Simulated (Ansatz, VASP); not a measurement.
**Two plane-wave programs on HfO2**

```
Hf O
1.0
     3.62958    0.00000    0.00000
     0.00000    3.62958    0.00000
     0.00000    0.00000    5.34484
Hf O
2 4
Direct
  0.50000 0.50000 0.50000
  0.00000 0.00000 0.00000
  0.00000 0.50000 0.68755
  0.50000 0.00000 0.81245
  0.50000 0.00000 0.31245
  0.00000 0.50000 0.18755
```

Alike in both runs: functional RPBE; k mesh 6 × 6 × 4; no spin polarisation.

Ansatz relaxed the structure, and its values are those at the end. VASP's run is a single point on that final structure, the one shown.

```csv
,VASP,Ansatz
version,VASP 6.6.1,Ansatz 0.2.0
potentials or method,"VASP PAW PBE potentials, release 64 (Hf_pv, O), cutoff 520 eV","plane waves, PAW"
occupations,"gaussian, width 0.01 eV",fixed
valence electrons in the cell,44,76
```

|  | VASP | Ansatz | Ansatz less VASP |
| --- | --- | --- | --- |
| pressure (GPa) | -3.0 | 0.0 | +3.02 |
| rms of the force components (eV/Å) | 0.027 | 0.000 | -0.0271 |

VASP's potentials were made for PBE, not for RPBE. VASP's potentials hold 44 valence electrons a cell and Ansatz's 76, so a difference there can come from the potentials and not from the codes.

Spin-orbit coupling is off throughout.
